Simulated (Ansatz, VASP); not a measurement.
## LiHgS in VASP and in Ansatz

```
CELL_PARAMETERS angstrom
3.64526 0.00000 0.00000
0.00000 3.64526 0.00000
0.00000 0.00000 5.19549
ATOMIC_POSITIONS crystal
Li 0.50000 0.50000 0.50000
Hg 0.00000 0.00000 0.00000
S 0.00000 0.00000 0.50000
```

Alike in both runs: functional PBE; k mesh 14 × 14 × 10; occupations gaussian, width 0.1 eV; no spin polarisation.

Ansatz relaxed the structure, and its values are those at the end. VASP's run is a single point on that final structure, the one shown.

```csv
,VASP,Ansatz
version,VASP 6.6.1,Ansatz 0.2.0
potentials or method,"VASP PAW PBE potentials, release 64 (Li_sv, Hg_sv_GW, S), cutoff 750 eV","scalar-relativistic, plane waves, PAW"
valence electrons in the cell,29,29
```

VASP gave:

- gap on the k mesh at the Fermi level (eV): none
- pressure (GPa): -0.1

Q: Estimate Ansatz's values.

A: gap on the k mesh at the Fermi level (eV): none; pressure (GPa): 0.0.

A gap of «none» marks a metal or a gap that the smearing closes.

Spin-orbit coupling is off throughout.
